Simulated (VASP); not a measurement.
# BeB15N15 (a cell with a defect) (Be_B-V_N) in VASP: a series of runs

BeB15N15 (a cell with a defect) (Be_B-V_N) is run at these levels: HSE06, PBE; tasks: single point.

All numbers are computed with VASP 6.6.1; they aren't measurements. Logs are shortened: lines on timing, memory, paths and dates and some standing lists are left out, and cuts for length are marked.

### 1 The cell of the first run

The cell holds a defect, 31 atoms: a = 6.277 Å, b = 6.277 Å, c = 6.277 Å, α = 109.47°, β = 109.47°, γ = 109.47°.

### 2 Single point, HSE06

POSCAR

```
BeB15N15
1.0
   -3.6241103844      3.6241103844     -3.6241103844
    3.6241103844      3.6241103844      3.6241103844
    3.6241103844     -3.6241103844     -3.6241103844
B Be N
15 1 15
Direct
   -0.0019083987     -0.0030621174     -0.0124004695
    0.0032538634      0.2486770424      0.7498202438
    0.0032475835      0.4996852143      0.4988008685
   -0.0018947747      0.7374158856      0.2470735525
    0.2498451508      0.0020942500      0.7498345882
    0.2498368072      0.4996837681      0.2522153472
    0.2485060714      0.7489845438     -0.0008922010
    0.5008681592      0.0020907627      0.4988081226
    0.5008564627      0.2486742440      0.2522163318
    0.4975378127      0.4963822092     -0.0015062124
    0.4975378334      0.7483527213      0.7465028832
    0.7386387501     -0.0030547748      0.2470578619
    0.7501461228      0.2473358422     -0.0008880837
    0.7495224927      0.4963761236      0.7465009450
    0.7501437877      0.7489831752      0.4974714554
    0.2465866384      0.2454253916      0.4955515040
   -0.0012326158      0.2472867307      0.0020341022
    0.0026608619      0.5000828201      0.7502063908
   -0.0012267651      0.7519152928      0.4974189768
    0.2484473608     -0.0023928416      0.0020466607
    0.2482775362      0.2471113044      0.7593370728
    0.2482731948      0.5091987541      0.4972393777
    0.2484518788      0.7519136201      0.2477349224
    0.5012433779      0.0014972025      0.7502083756
    0.5103667530      0.2471059843      0.4972378646
    0.5012423787      0.5000825676      0.2516289654
    0.5020293532      0.7495756287     -0.0002993429
    0.7530822832     -0.0023916728      0.4974144111
    0.7530665066      0.2472907963      0.2477325697
    0.7507382618      0.5008684911     -0.0002955903
    0.7507325222      0.7495690765      0.7509922004
```

INCAR.step1

```
ALGO = Normal
EDIFF = 1E-5
ENCUT = 520
GGA = PE
ISIF = 2
ISMEAR = -1
LASPH = True
LCHARG = False
LREAL = Auto
LWAVE = True
NBANDS = 82
NELM = 60
PREC = Accurate
SIGMA = 0.01
```

INCAR.step2

```
ALGO = Normal
EDIFF = 1E-7
ENCUT = 520
GGA = PE
HFSCREEN = 0.2079
ISIF = 2
ISMEAR = -1
ISTART = 1
LASPH = True
LCHARG = False
LHFCALC = True
LREAL = Auto
LWAVE = False
NBANDS = 82
NELM = 60
PREC = Accurate
PRECFOCK = Fast
SIGMA = 0.01
```

KPOINTS

```
Automatic mesh
0
Gamma
  1 1 1
  0.25 0.25 0.25
```

Potentials or basis: VASP PAW PBE potentials, release 64 (B, Be, N).

Run with:

```bash
> cat potpaw_PBE.64/B/POTCAR potpaw_PBE.64/Be/POTCAR potpaw_PBE.64/N/POTCAR > POTCAR
> cp INCAR.step1 INCAR
> mpirun -np 1 vasp_std > vasp.out
> cp INCAR.step2 INCAR
> mpirun -np 1 vasp_std > vasp.out
```

OUTCAR:

```text
EDIFF = 1E-7
   ENCUT = 520
   GGA = PE
   HFSCREEN = 0.2079
   ISIF = 2
   ISMEAR = -1
   ISTART = 1
   LASPH = True
   LHFCALC = True
   LREAL = Auto
   NELM = 60
   PREC = Accurate
   PRECFOCK = Fast

 ion  position               nearest neighbor table
   1  0.998  0.997  0.988-  31 1.53  17 1.54  20 1.54
   2  0.003  0.249  0.750-  21 1.52  28 1.58  18 1.58  17 1.60
   3  0.003  0.500  0.499-  22 1.52  29 1.58  18 1.58  19 1.60
   4  0.998  0.737  0.247-  30 1.53  19 1.54  23 1.54
   5  0.250  0.002  0.750-  21 1.52  19 1.58  24 1.58  20 1.60
   6  0.250  0.500  0.252-  22 1.52  17 1.58  26 1.58  23 1.60
   7  0.249  0.749  0.999-  20 1.55  23 1.55  18 1.56  27 1.59
   8  0.501  0.002  0.499-  25 1.52  23 1.58  24 1.58  28 1.60
   9  0.501  0.249  0.252-  25 1.52  20 1.58  26 1.58  29 1.60
  10  0.498  0.496  0.998-  21 1.54  26 1.57  27 1.58  30 1.58
  11  0.498  0.748  0.747-  22 1.54  24 1.57  31 1.58  27 1.58
  12  0.739  0.997  0.247-  27 1.53  29 1.54  28 1.54
  13  0.750  0.247  0.999-  29 1.55  17 1.55  24 1.56  30 1.59
  14  0.750  0.496  0.747-  25 1.54  18 1.57  31 1.58  30 1.58
  15  0.750  0.749  0.497-  28 1.55  19 1.55  26 1.56  31 1.59
  16  0.247  0.245  0.496-  22 1.65  25 1.65  21 1.65
  17  0.999  0.247  0.002-   1 1.54  13 1.55   6 1.58   2 1.60
  18  0.003  0.500  0.750-   7 1.56  14 1.57   3 1.58   2 1.58
  19  0.999  0.752  0.497-   4 1.54  15 1.55   5 1.58   3 1.60
  20  0.248  0.998  0.002-   1 1.54   7 1.55   9 1.58   5 1.60
  21  0.248  0.247  0.759-   5 1.52   2 1.52  10 1.54  16 1.65
  22  0.248  0.509  0.497-   6 1.52   3 1.52  11 1.54  16 1.65
  23  0.248  0.752  0.248-   4 1.54   7 1.55   8 1.58   6 1.60
  24  0.501  0.001  0.750-  13 1.56  11 1.57   5 1.58   8 1.58
  25  0.510  0.247  0.497-   8 1.52   9 1.52  14 1.54  16 1.65
  26  0.501  0.500  0.252-  15 1.56  10 1.57   6 1.58   9 1.58
  27  0.502  0.750  1.000-  12 1.53  11 1.58  10 1.58   7 1.59
  28  0.753  0.998  0.497-  12 1.54  15 1.55   2 1.58   8 1.60
  29  0.753  0.247  0.248-  12 1.54  13 1.55   3 1.58   9 1.60
  30  0.751  0.501  1.000-   4 1.53  14 1.58  10 1.58  13 1.59
  31  0.751  0.750  0.751-   1 1.53  14 1.58  11 1.58  15 1.59

  LATTYP: Found a body centered cubic cell.
 ALAT       =     7.2482207688

  Lattice vectors:

 A1 = (  -3.6241103844,   3.6241103844,  -3.6241103844)
 A2 = (   3.6241103844,   3.6241103844,   3.6241103844)
 A3 = (   3.6241103844,  -3.6241103844,  -3.6241103844)

Analysis of symmetry for initial positions (statically):
=====================================================================
 Subroutine PRICEL returns:
 Original cell was already a primitive cell.

 Routine SETGRP: Setting up the symmetry group for a
 body centered cubic supercell.

 Subroutine GETGRP returns: Found  2 space group operations
 (whereof  1 operations were pure point group operations)
 out of a pool of 48 trial point group operations.

The static configuration has the point symmetry C_1 .
 The point group associated with its full space group is C_1h.

Analysis of symmetry for dynamics (positions and initial velocities):
=====================================================================
 Subroutine PRICEL returns:
 Original cell was already a primitive cell.

 Routine SETGRP: Setting up the symmetry group for a
 body centered cubic supercell.

 Subroutine GETGRP returns: Found  2 space group operations
 (whereof  1 operations were pure point group operations)
 out of a pool of 48 trial point group operations.

The dynamic configuration has the point symmetry C_1 .
 The point group associated with its full space group is C_1h.

 Subroutine INISYM returns: Found  2 space group operations
 (whereof  1 operations are pure point group operations),
 and found     1 'primitive' translations

----------------------------------------------------------------------------------------

                                     Primitive cell

  volume of cell :     190.3988

  direct lattice vectors                    reciprocal lattice vectors
    -3.624110384  3.624110384 -3.624110384     0.000000000  0.137964893 -0.137964893
     3.624110384  3.624110384  3.624110384     0.137964893  0.137964893  0.000000000
     3.624110384 -3.624110384 -3.624110384     0.137964893  0.000000000 -0.137964893

  length of vectors
     6.277143318  6.277143318  6.277143318     0.195111822  0.195111822  0.195111822

  position of ions in fractional coordinates (direct lattice)
     0.998091601  0.996937883  0.987599530
     0.003253863  0.248677042  0.749820244
     0.003247583  0.499685214  0.498800868
     0.998105225  0.737415886  0.247073552
     0.249845151  0.002094250  0.749834588
     0.249836807  0.499683768  0.252215347
[... 23 lines left out ...]
     0.750738262  0.500868491  0.999704410
     0.750732522  0.749569077  0.750992200

  ion indices of the primitive-cell ions
   primitive index   ion index
                 1           1
                 2           2
                 3           3
                 4           4
                 5           5
                 6           6
[... 23 lines left out ...]
                30          30
                31          31

----------------------------------------------------------------------------------------

 KPOINTS: Automatic mesh

Automatic generation of k-mesh.
 Grid dimensions read from file:
 generate k-points for:    1    1    1

 Generating k-lattice:

  Cartesian coordinates                     Fractional coordinates (reciprocal lattice)
     0.000000000  0.137964893 -0.137964893     1.000000000  0.000000000  0.000000000
     0.137964893  0.137964893  0.000000000     0.000000000  1.000000000  0.000000000
     0.137964893  0.000000000 -0.137964893     0.000000000  0.000000000  1.000000000

  Length of vectors
     0.195111822  0.195111822  0.195111822

  Shift w.r.t. Gamma in fractional coordinates (k-lattice)
     0.250000000  0.250000000  0.250000000

 Subroutine IBZKPT returns following result:
 ===========================================

 Found      1 irreducible k-points:

 Following reciprocal coordinates:
            Coordinates               Weight
  0.250000  0.250000  0.250000      2.000000
   k-points           NKPTS =      1   k-points in BZ     NKDIM =      2   number of bands    NBANDS=     82
   number of dos      NEDOS =    301   number of ions     NIONS =     31
   total plane-waves  NPLWV = 110592
   dimension x,y,z NGX =    48 NGY =   48 NGZ =   48
   dimension x,y,z NGXF=    96 NGYF=   96 NGZF=   96
   ions per type =              15   1  15
   NGX,Y,Z   is equivalent  to a cutoff of  12.71, 12.71, 12.71 a.u.
   NGXF,Y,Z  is equivalent  to a cutoff of  25.42, 25.42, 25.42 a.u.
 SYSTEM =  unknown system
   PREC   = accura    normal or accurate (medium, high low for compatibility)
   ISTART =      1    job   : 0-new  1-cont  2-samecut
   ICHARG =      0    charge: 1-file 2-atom 10-const
   ISPIN  =      1    spin polarized calculation?
   LNONCOLLINEAR =      F non collinear calculations
   LSORBIT =      F    spin-orbit coupling
   LASPH  =      T    aspherical Exc in radial PAW
   ENCUT  =  520.0 eV  38.22 Ry    6.18 a.u.  11.67 11.67 11.67*2*pi/ulx,y,z
   NELM   =     60;   NELMIN=  2; NELMDL=  0     # of ELM steps
   EDIFF  = 0.1E-06   stopping-criterion for ELM
   LREAL  =      T    real-space projection
   EDIFFG = 0.1E-05   stopping-criterion for IOM
   NSW    =      0    number of steps for IOM
   IBRION =     -1    ionic relax: 0-MD 1-quasi-New 2-CG
   NFREE  =      0    steps in history (QN), initial steepest desc. (CG)
   ISIF   =      2    stress and relaxation
   ISYM   =      3    0-nonsym 1-usesym 2-fastsym
   POTIM  = 0.5000    time-step for ionic-motion
   TEBEG  =    0.0;   TEEND  =   0.0 temperature during run
   PSTRESS=    0.0 pullay stress
   NELECT =     122.0000    total number of electrons
   NUPDOWN=      -1.0000    fix difference up-down
   EMIN   =  10.00;   EMAX   =-10.00  energy-range for DOS
   EFERMI =   0.00;   METHOD = LEGACY
   ISMEAR =    -1;   SIGMA  =   0.01  broadening in eV -4-tet -1-fermi 0-gaus
   EFERMI_NEDOS =   21; number of points for ismear=-14 and -15
   IALGO  =     38    algorithm
   IMIX   =      1    mixing-type and parameters
     AMIX     =   0.40;   BMIX     =  1.00
     AMIX_MAG =   1.60;   BMIX_MAG =  1.00
  volume/ion in A,a.u.               =       6.14        41.45
  Fermi-wavevector in a.u.,A,eV,Ry     =   1.411367  2.667097 27.102226  1.991957
  Thomas-Fermi vector in A             =   2.533226
   LORBIT       =      0    0 simple, 1 ext, 2 COOP (PROOUT), +10 PAW based schemes
   GGA     = PE    functional components
   LHFCALC =     T    Hartree Fock is set to
   PRECFOCK=fast      Normal, Fast or Accurate (Low or Medium for compatibility)
   ENCUT4O =  -1.0   cutoff for four orbital integrals eV
   NKREDX  =     1    reduce k-point grid by
   NKREDY  =     1    reduce k-point grid by
   NKREDZ  =     1    reduce k-point grid by
   AEXX    =    0.2500 exact exchange contribution
   HFSCREEN=    0.2079 screening length (either q_TF or 0.3 A-1)
   HFSCREENC=   0.2079 screening length for correlation (either q_TF or 0.3 A-1)
   ENCUTFOCK=  -1.0 apply spherical cutoff to Coloumb kernel
   IVDW    =     0    specifies the selected vdW correction
   LEPSILON=     F    determine dielectric tensor
   LRPA    =     F    only Hartree local field effects (RPA)
 non-spin polarized calculation
  energy-cutoff  :      520.00
  volume of cell :      190.40
 maximum number of plane-waves:      5072
 NGX is ok and might be reduce to    48
  NGX = 24; NGY = 24; NGZ = 24

 number of electron     122.0000015 magnetization

 Free energy of the ion-electron system (eV)
  ---------------------------------------------------
  ext. energy  EPLUGINS =         0.00000000
  ---------------------------------------------------
  free energy    TOTEN  =      -306.05073517 eV

  energy without entropy =     -306.05073517  energy(sigma->0) =     -306.05073517

 E-fermi :   6.2881     XC(G=0): -10.2894

 val. band max:        5.9884845178   @ k =   0.2500   0.2500   0.2500
 cond. band min:      12.0028322744   @ k =   0.2500   0.2500   0.2500
 fundamental gap:      6.0143477567
 Fermi energy:         6.2880742625

 k-point     1 :       0.2500    0.2500    0.2500
  band No.  band energies     occupation
      1     -14.3789      2.00000
      2     -14.3788      2.00000
      3     -14.2391      2.00000
      4     -13.5721      2.00000
      5     -11.1178      2.00000
      6     -11.1177      2.00000
[... 65 lines left out ...]
     72      15.7354      0.00000
     73      15.9502      0.00000
 [bands above 73 left out]

------------------------ aborting loop because EDIFF is reached ----------------------------------------

  FORCE on cell =-STRESS in cart. coord.  units (eV):
  Direction    XX          YY          ZZ          XY          YZ          ZX
  --------------------------------------------------------------------------------------
  -------------------------------------------------------------------------------------
  Total       -8.9730458     -8.9730458     -8.9690205     -1.4485482      1.4580095      1.4580094
  in kB      -75.5068278    -75.5068278    -75.4729557    -12.1893150     12.2689303     12.2689292
  external PRESSURE =     -75.4955371 kB  Pullay stress =       0.0000000 kB

 VOLUME and BASIS-vectors are now :
 -----------------------------------------------------------------------------
  energy-cutoff  :      520.00
  volume of cell :      190.40
      direct lattice vectors                 reciprocal lattice vectors
    -3.624110384  3.624110384 -3.624110384     0.000000000  0.137964893 -0.137964893
     3.624110384  3.624110384  3.624110384     0.137964893  0.137964893  0.000000000
     3.624110384 -3.624110384 -3.624110384     0.137964893  0.000000000 -0.137964893

 POSITION                                       TOTAL-FORCE (eV/Angst)
 -----------------------------------------------------------------------------------
      3.57499      3.65104     -3.58335        -0.089590      0.047988      0.088149
      3.60687     -1.80441     -1.82799         0.022069     -0.006508     -0.012650
      3.60685      0.01497     -0.00856         0.023813      0.013384      0.006856
     -0.04935      5.39430     -1.84019        -0.087344     -0.087344     -0.045592
      1.81961     -1.80443     -3.61536         0.012271     -0.006547     -0.021328
      1.81953      1.80229     -0.00858         0.013384      0.023813      0.006856
[... 23 lines left out ...]
      2.71748      0.91292     -4.52859        -0.021575     -0.021575     -0.018986
      2.71746      2.71558     -2.72590        -0.020657      0.019046      0.020859
 -----------------------------------------------------------------------------------
    total drift:                               -0.000290     -0.000060      0.002467

  FREE ENERGIE OF THE ION-ELECTRON SYSTEM (eV)
  ---------------------------------------------------
  free  energy   TOTEN  =      -306.0507351687 eV

  energy  without entropy=     -306.0507351687  energy(sigma->0) =     -306.05073517
```

Wall time 1.9 min (1 thread of Intel Xeon 6975P-C (Granite Rapids), shared host); peak memory 0.45 GiB.

Results:

```yaml
Free_energy: -306.0507 eV
Pressure: -7.5 GPa
Largest_force: 0.145 eV/Å
Band_gap_on_the_k_mesh: 6.01 eV
```

Forces on the atoms (eV/Å):
```
B   -0.090  0.048  0.088
B    0.022 -0.007 -0.013
B    0.024  0.013  0.007
B   -0.087 -0.087 -0.046
B    0.012 -0.007 -0.021
B    0.013  0.024  0.007
B   -0.007  0.001 -0.001
B   -0.007  0.012 -0.021
B   -0.007  0.022 -0.013
B    0.013 -0.013 -0.014
B    0.013  0.013  0.013
B    0.048 -0.090  0.088
B    0.001  0.001  0.009
B   -0.013  0.013 -0.014
B    0.001 -0.007 -0.001
Be   0.084  0.084 -0.084
N   -0.013  0.005  0.007
N   -0.002 -0.003  0.002
N   -0.014 -0.009 -0.007
N   -0.008  0.007  0.014
N    0.035 -0.028 -0.034
N    0.035  0.035  0.030
N   -0.009 -0.014 -0.007
N   -0.003 -0.003  0.001
N   -0.028  0.035 -0.034
N   -0.003 -0.002  0.002
N    0.019 -0.021  0.021
N    0.007 -0.008  0.014
N    0.005 -0.013  0.007
N   -0.022 -0.022 -0.019
N   -0.021  0.019  0.021
```

Levels at points of the mesh, in eV from the valence-band top:
```csv
k point,band 57,band 58,band 59,band 60,band 61,band 62,band 63,band 64,band 65,band 66
"(0.25, 0.25, 0.25)",-1.25,-1.21,-0.76,-0.76,0.00,6.01,6.02,7.83,9.08,9.24
```

Caveat: the k points lie up to 1.23 Å⁻¹ apart; the PAW data sets were made with another functional, which shifts forces and pressure a little.

(Continued in part 2 of 2.)
